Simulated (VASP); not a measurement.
# I (Fmmm) in VASP: notebook

The runs below take I through single point, with LDA.

Program: VASP 6.6.1. These are calculated values, not measurements. Logs are shortened: lines on timing, memory, paths and dates and some standing lists are left out, and cuts for length are marked.

### Step 1. The cell of the first run

Symmetry: Fmmm, No. 69, orthorhombic system. The conventional cell has a = 4.126 Å, b = 4.452 Å, c = 8.830 Å, α = 90.00°, β = 90.00°, γ = 90.00°. Within 4.0 Å of I (site symmetry mmm) lie 4 I at 3.04 Å.

### Step 2. Single point, LDA

The input, INCAR:

```
SYSTEM = I
PREC = Accurate ; ENCUT = 520
EDIFF = 1E-7 ; ISMEAR = 0
SIGMA = 0.15 ; LREAL = .FALSE.
LASPH = .TRUE. ; NELM = 100
ALGO = Normal ; ISIF = 2
LWAVE = .FALSE. ; LCHARG = .TRUE.
GGA = CA ; LELF = .TRUE.
LVHAR = .TRUE. ; NBANDS = 10
```

The input, KPOINTS:

```
regular mesh
0
G
  18 18 18
  0 0 0
```

The input, POSCAR:

```
I
1.0
    0.0000000000      2.2261152466      4.4151605181
    2.0629819683      0.0000000000      4.4151605181
    2.0629819683      2.2261152466      0.0000000000
I
1
Direct
    0.0000000000      0.0000000000      0.0000000000
```

Potentials or basis: VASP PAW LDA potentials, release 64 (I).

Launch:

```sh
> cat potpaw_LDA.64/I/POTCAR > POTCAR
> mpirun -np 1 vasp_std > vasp.out
```

OUTCAR:

```text
SYSTEM = I
   PREC = Accurate
   ENCUT = 520
   EDIFF = 1E-7
   ISMEAR = 0
   LREAL = .FALSE.
   LASPH = .TRUE.
   NELM = 100
   ISIF = 2
   GGA = CA

 ion  position               nearest neighbor table
   1  0.000  0.000  0.000-

  LATTYP: Found a face centered orthorhombic cell.
 ALAT       =     4.1259639366
 B/A-ratio  =     1.0790764441
 C/A-ratio  =     2.1401837660

  Lattice vectors:

 A1 = (   0.0000000000,   2.2261152466,   4.4151605181)
 A2 = (   2.0629819683,   0.0000000000,   4.4151605181)
 A3 = (   2.0629819683,   2.2261152466,   0.0000000000)

Analysis of symmetry for initial positions (statically):
=====================================================================
 Subroutine PRICEL returns:
 Original cell was already a primitive cell.

 Routine SETGRP: Setting up the symmetry group for a
 face centered orthorhombic supercell.

 Subroutine GETGRP returns: Found  8 space group operations
 (whereof  8 operations were pure point group operations)
 out of a pool of  8 trial point group operations.

The static configuration has the point symmetry D_2h.

Analysis of symmetry for dynamics (positions and initial velocities):
=====================================================================
 Subroutine PRICEL returns:
 Original cell was already a primitive cell.

 Routine SETGRP: Setting up the symmetry group for a
 face centered orthorhombic supercell.

 Subroutine GETGRP returns: Found  8 space group operations
 (whereof  8 operations were pure point group operations)
 out of a pool of  8 trial point group operations.

The dynamic configuration has the point symmetry D_2h.

 Subroutine INISYM returns: Found  8 space group operations
 (whereof  8 operations are pure point group operations),
 and found     1 'primitive' translations

----------------------------------------------------------------------------------------

                                     Primitive cell

  volume of cell :      40.5527

  direct lattice vectors                    reciprocal lattice vectors
     0.000000000  2.226115247  4.415160518    -0.242367606  0.224606521  0.113246166
     2.062981968  0.000000000  4.415160518     0.242367606 -0.224606521  0.113246166
     2.062981968  2.226115247  0.000000000     0.242367606  0.224606521 -0.113246166

  length of vectors
     4.944616415  4.873349670  3.035042618     0.349306226  0.349306226  0.349306226

  position of ions in fractional coordinates (direct lattice)
     0.000000000  0.000000000  0.000000000

  ion indices of the primitive-cell ions
   primitive index   ion index
                 1           1

----------------------------------------------------------------------------------------

 KPOINTS: regular mesh

Automatic generation of k-mesh.
 Grid dimensions read from file:
 generate k-points for:   18   18   18

 Generating k-lattice:

  Cartesian coordinates                     Fractional coordinates (reciprocal lattice)
    -0.013464867  0.012478140  0.006291454     0.055555556 -0.000000000  0.000000000
     0.013464867 -0.012478140  0.006291454    -0.000000000  0.055555556  0.000000000
     0.013464867  0.012478140 -0.006291454     0.000000000  0.000000000  0.055555556

  Length of vectors
     0.019405901  0.019405901  0.019405901

  Shift w.r.t. Gamma in fractional coordinates (k-lattice)
     0.000000000  0.000000000  0.000000000

 Subroutine IBZKPT returns following result:
 ===========================================

 Found    865 irreducible k-points:

 Following reciprocal coordinates:
            Coordinates               Weight
  0.000000  0.000000  0.000000      1.000000
  0.055556  0.000000 -0.000000      8.000000
  0.111111  0.000000 -0.000000      8.000000
  0.166667  0.000000 -0.000000      8.000000
  0.222222  0.000000  0.000000      8.000000
  0.277778  0.000000  0.000000      8.000000
[... 16 lines left out ...]
 -0.277778  0.055556  0.000000      8.000000
 -0.222222  0.055556  0.000000      8.000000
 [... further k-points ...]
   k-points           NKPTS =    865   k-points in BZ     NKDIM =    865   number of bands    NBANDS=     10
   number of dos      NEDOS =    301   number of ions     NIONS =      1
   total plane-waves  NPLWV =  34560
   dimension x,y,z NGX =    40 NGY =   36 NGZ =   24
   dimension x,y,z NGXF=    80 NGYF=   72 NGZF=   48
   ions per type =               1
   NGX,Y,Z   is equivalent  to a cutoff of  13.45, 12.28, 13.15 a.u.
   NGXF,Y,Z  is equivalent  to a cutoff of  26.90, 24.56, 26.29 a.u.
 SYSTEM =  I
   PREC   = accura    normal or accurate (medium, high low for compatibility)
   ISTART =      0    job   : 0-new  1-cont  2-samecut
   ICHARG =      2    charge: 1-file 2-atom 10-const
   ISPIN  =      1    spin polarized calculation?
   LNONCOLLINEAR =      F non collinear calculations
   LSORBIT =      F    spin-orbit coupling
   LASPH  =      T    aspherical Exc in radial PAW
   ENCUT  =  520.0 eV  38.22 Ry    6.18 a.u.   9.19  9.06  5.64*2*pi/ulx,y,z
   NELM   =    100;   NELMIN=  2; NELMDL= -5     # of ELM steps
   EDIFF  = 0.1E-06   stopping-criterion for ELM
   LREAL  =      F    real-space projection
   EDIFFG = 0.1E-05   stopping-criterion for IOM
   NSW    =      0    number of steps for IOM
   IBRION =     -1    ionic relax: 0-MD 1-quasi-New 2-CG
   NFREE  =      0    steps in history (QN), initial steepest desc. (CG)
   ISIF   =      2    stress and relaxation
   ISYM   =      2    0-nonsym 1-usesym 2-fastsym
   POTIM  = 0.5000    time-step for ionic-motion
   TEBEG  =    0.0;   TEEND  =   0.0 temperature during run
   PSTRESS=    0.0 pullay stress
   NELECT =       7.0000    total number of electrons
   NUPDOWN=      -1.0000    fix difference up-down
   EMIN   =  10.00;   EMAX   =-10.00  energy-range for DOS
   EFERMI =   0.00;   METHOD = LEGACY
   ISMEAR =     0;   SIGMA  =   0.15  broadening in eV -4-tet -1-fermi 0-gaus
   EFERMI_NEDOS =   21; number of points for ismear=-14 and -15
   IALGO  =     38    algorithm
   IMIX   =      4    mixing-type and parameters
     AMIX     =   0.40;   BMIX     =  1.00
     AMIX_MAG =   1.60;   BMIX_MAG =  1.00
  volume/ion in A,a.u.               =      40.55       273.66
  Fermi-wavevector in a.u.,A,eV,Ry     =   0.911523  1.722529 11.304731  0.830874
  Thomas-Fermi vector in A             =   2.035812
   LORBIT       =      0    0 simple, 1 ext, 2 COOP (PROOUT), +10 PAW based schemes
   GGA     = CA    functional components
   LHFCALC =     F    Hartree Fock is set to
   AEXX    =    0.0000 exact exchange contribution
   IVDW    =     0    specifies the selected vdW correction
   LEPSILON=     F    determine dielectric tensor
   LRPA    =     F    only Hartree local field effects (RPA)
 non-spin polarized calculation
 Gauss-broadening in eV      SIGMA  =   0.15
  energy-cutoff  :      520.00
  volume of cell :       40.55
 maximum number of plane-waves:      1120
 NGX is ok and might be reduce to    40

 number of electron       7.0000000 magnetization

 Free energy of the ion-electron system (eV)
  ---------------------------------------------------
  ext. energy  EPLUGINS =         0.00000000
  ---------------------------------------------------
  free energy    TOTEN  =        -1.85606301 eV

  energy without entropy =       -1.85082084  energy(sigma->0) =       -1.85344193

 E-fermi :   3.8311     XC(G=0):  -8.4191

 val. band max:        3.8258226776   @ k =  -0.1667   0.3333   0.1667
 cond. band min:       3.8311875260   @ k =  -0.2222  -0.0000   0.1111
 fundamental gap:      0.0053648484
 Fermi energy:         3.8310825874

 k-point     1 :       0.0000    0.0000    0.0000
  band No.  band energies     occupation
      1     -11.1779      2.00000
      2       0.3697      2.00000
      3       4.8484      0.00000
      4       5.1890      0.00000
      5       6.7771      0.00000
      6      10.9504      0.00000
      7      12.1770      0.00000
      8      16.6243      0.00000
      9      16.9933      0.00000
     10      17.2742      0.00000

 k-point     2 :       0.0556    0.0000   -0.0000
  band No.  band energies     occupation
      1     -11.1366      2.00000
      2       0.3943      2.00000
      3       4.5296      0.00000
      4       5.1003      0.00000
      5       6.8598      0.00000
      6      11.1969      0.00000
      7      12.4761      0.00000
      8      15.4454      0.00000
      9      17.1025      0.00000
     10      17.2457      0.00000

 k-point     3 :       0.1111    0.0000   -0.0000
  band No.  band energies     occupation
      1     -11.0138      2.00000
      2       0.4677      2.00000
      3       3.5419      1.99360
      4       5.1547      0.00000
      5       7.0908      0.00000
      6      11.5384      0.00000
      7      13.4806      0.00000
      8      14.0259      0.00000
      9      17.1211      0.00000
     10      17.5300      0.00000

 k-point     4 :       0.1667    0.0000   -0.0000
  band No.  band energies     occupation
      1     -10.8140      2.00000
      2       0.5870      2.00000
      3       2.3188      2.00000
      4       5.2929      0.00000
      5       7.4542      0.00000
      6      11.8101      0.00000
      7      12.6958      0.00000
      8      14.9907      0.00000
      9      17.2541      0.00000
     10      17.8893      0.00000
[... 222 lines left out ...]
 k-point    22 :      -0.3333    0.0556    0.0000
  band No.  band energies     occupation
      1      -9.5579      2.00000
      2      -1.9541      2.00000
      3       1.4600      2.00000
      4       6.1042      0.00000
      5       8.2815      0.00000
      6      10.2865      0.00000
      7      13.1323      0.00000
      8      15.8391      0.00000
      9      16.9546      0.00000
     10      17.7432      0.00000

 k-point    23 :      -0.2778    0.0556    0.0000
  band No.  band energies     occupation
      1      -9.8878      2.00000
      2      -1.1249      2.00000
      3       1.2892      2.00000
      4       5.9153      0.00000
      5       8.5045      0.00000
      6       9.8839      0.00000
      7      12.8089      0.00000
      8      16.2637      0.00000
      9      17.9581      0.00000
     10      18.3727      0.00000

 k-point    24 :      -0.2222    0.0556    0.0000
  band No.  band energies     occupation
      1     -10.2340      2.00000
      2      -0.0949      2.00000
      3       1.0839      2.00000
      4       5.6989      0.00000
      5       8.1561      0.00000
      6      10.4063      0.00000
      7      12.4556      0.00000
      8      16.8413      0.00000
      9      17.6802      0.00000
     10      18.4912      0.00000

 [... further k-points ...]

------------------------ aborting loop because EDIFF is reached ----------------------------------------

  FORCE on cell =-STRESS in cart. coord.  units (eV):
  Direction    XX          YY          ZZ          XY          YZ          ZX
  --------------------------------------------------------------------------------------
  -------------------------------------------------------------------------------------
  Total        1.3911918      1.6979099     -0.3180347      0.0000000      0.0000000      0.0000000
  in kB       54.9639618     67.0819470    -12.5650893      0.0000000      0.0000000      0.0000000
  external PRESSURE =      36.4936065 kB  Pullay stress =       0.0000000 kB

 VOLUME and BASIS-vectors are now :
 -----------------------------------------------------------------------------
  energy-cutoff  :      520.00
  volume of cell :       40.55
      direct lattice vectors                 reciprocal lattice vectors
     0.000000000  2.226115247  4.415160518    -0.242367606  0.224606521  0.113246166
     2.062981968  0.000000000  4.415160518     0.242367606 -0.224606521  0.113246166
     2.062981968  2.226115247  0.000000000     0.242367606  0.224606521 -0.113246166

 POSITION                                       TOTAL-FORCE (eV/Angst)
 -----------------------------------------------------------------------------------
      0.00000      0.00000      0.00000         0.000000      0.000000     -0.000000
 -----------------------------------------------------------------------------------
    total drift:                               -0.000000      0.000000     -0.000000

  FREE ENERGIE OF THE ION-ELECTRON SYSTEM (eV)
  ---------------------------------------------------
  free  energy   TOTEN  =        -1.8560630120 eV

  energy  without entropy=       -1.8508208395  energy(sigma->0) =       -1.85344193
```

It took 3 min on 1 thread of Intel Xeon Platinum 8488C (Sapphire Rapids), shared host; peak memory 0.41 GiB.

Results:

| Property | Result |
| --- | --- |
| Free energy | -1.8561 eV |
| Pressure | 3.6 GPa |

Caveat: spin-orbit coupling is left out, which moves the levels of the heavy elements; an odd number of electrons without spin polarisation forces a metal; a magnetic or distorted state may lie lower.

### Step 3. Single point, LDA

This run uses another cell than the first one, of the same volume but with other edges.

The input, INCAR:

```
SYSTEM = I
PREC = Accurate
ENCUT = 520
EDIFF = 1E-6
ISMEAR = 0
SIGMA = 0.15
LREAL = .FALSE.
LASPH = .TRUE.
NELM = 100
ALGO = Normal
ISIF = 2
LWAVE = .FALSE.
LCHARG = .FALSE.
GGA = CA
NBANDS = 10
```

The input, KPOINTS:

```
Automatic mesh
0
G
  18 18 18
  0 0 0
```

The input, POSCAR:

```
I
1.0
    0.0000000000      2.4322718697      3.6984312639
    2.2540311050      0.0000000000      3.6984312639
    2.2540311050      2.4322718697      0.0000000000
I
1
Direct
    0.0000000000      0.0000000000      0.0000000000
```

Potentials or basis: VASP PAW LDA potentials, release 64 (I).

Launch:

```sh
> cat potpaw_LDA.64/I/POTCAR > POTCAR
> mpirun -np 1 vasp_std > vasp.out
```

Run time: 2.8 min. Hardware: 1 thread of Intel Xeon Platinum 8488C (Sapphire Rapids), shared host; peak memory 0.42 GiB.

Results (log left out):

| Item | Value |
| --- | --- |
| Free energy | -1.8850 eV |
| Pressure | -3.8 GPa |

Stress tensor (GPa, compression positive):
```
-4.92  0.00  0.00
 0.00 -5.88  0.00
 0.00  0.00 -0.59
```

Levels at points of the mesh, in eV from the Fermi level:
```tsv
k point	band 1	band 2	band 3	band 4	band 5	band 6	band 7	band 8
(0.00, 0.00, 0.00)	-13.38	-1.08	0.83	1.06	5.02	7.89	8.38	11.72
(0.50, 0.00, 0.00)	-12.09	-4.60	-1.30	1.54	5.05	9.05	11.14	11.86
(0.50, 0.50, 0.00)	-13.02	-3.77	0.48	0.76	6.95	7.07	11.53	15.62
(0.50, 0.00, 0.50)	-11.03	-3.93	-2.90	-0.25	4.30	6.52	10.62	10.86
(0.00, 0.50, 0.50)	-10.98	-3.44	-3.37	-0.62	4.22	5.72	11.18	11.31
```

Caveat: spin-orbit coupling is left out, which moves the levels of the heavy elements; an odd number of electrons without spin polarisation forces a metal; a magnetic or distorted state may lie lower.

### Step 4. Single point, LDA

This run uses another cell than the first one, of the same volume but with other edges.

The input, INCAR:

```
  ALGO = Normal
  EDIFF = 1E-6
  ENCUT = 520
  GGA = CA
  ISIF = 2
  ISMEAR = 0
  LASPH = True
  LCHARG = True
  LELF = True
  LREAL = False
  LVHAR = True
  LWAVE = False
  NBANDS = 10
  NELM = 100
  PREC = Accurate
  SIGMA = 0.15
```

The input, KPOINTS:

```
k-points
0
Gamma
  18 18 18
```

The input, POSCAR:

```
I
1.0
    0.0000000000      2.4972867768      3.5083664606
    2.3142816160      0.0000000000      3.5083664606
    2.3142816160      2.4972867768      0.0000000000
I
1
Direct
    0.0000000000      0.0000000000      0.0000000000
```

Launch:

```sh
> cat potpaw_LDA.64/I/POTCAR > POTCAR
> mpirun -np 1 vasp_std > vasp.out
```

It took 2.3 min on 1 thread of Intel Xeon Platinum 8488C (Sapphire Rapids), shared host; peak memory 0.41 GiB.

The run converged. Its results:

```yaml
Free_energy: -1.8050 eV
Pressure: -4.7 GPa
```

Stress tensor (GPa, compression positive):
```
-6.37  0.00  0.00
 0.00 -7.69  0.00
 0.00  0.00  0.02
```

Levels at points of the mesh, in eV from the Fermi level:
| k point | band 1 | band 2 | band 3 | band 4 | band 5 | band 6 | band 7 | band 8 | band 9 |
| --- | --- | --- | --- | --- | --- | --- | --- | --- | --- |
| (0.00, 0.00, 0.00) | -13.07 | -0.45 | 0.81 | 1.00 | 5.56 | 8.16 | 8.72 | 11.28 | 11.63 |
| (0.50, 0.00, 0.00) | -11.89 | -4.20 | -1.01 | 1.32 | 5.38 | 8.89 | 11.48 | 11.56 | 12.83 |
| (0.50, 0.50, 0.00) | -12.57 | -3.59 | 0.30 | 0.57 | 6.64 | 7.01 | 12.35 | 15.97 | 16.00 |
| (0.50, 0.00, 0.50) | -11.03 | -3.66 | -2.48 | -0.20 | 4.57 | 6.45 | 11.43 | 11.58 | 12.14 |
| (0.00, 0.50, 0.50) | -10.95 | -3.15 | -2.96 | -0.63 | 4.46 | 5.72 | 11.84 | 12.21 | 12.90 |

Caveat: spin-orbit coupling is left out, which moves the levels of the heavy elements; an odd number of electrons without spin polarisation forces a metal; a magnetic or distorted state may lie lower.

(Continued in part 2 of 2.)
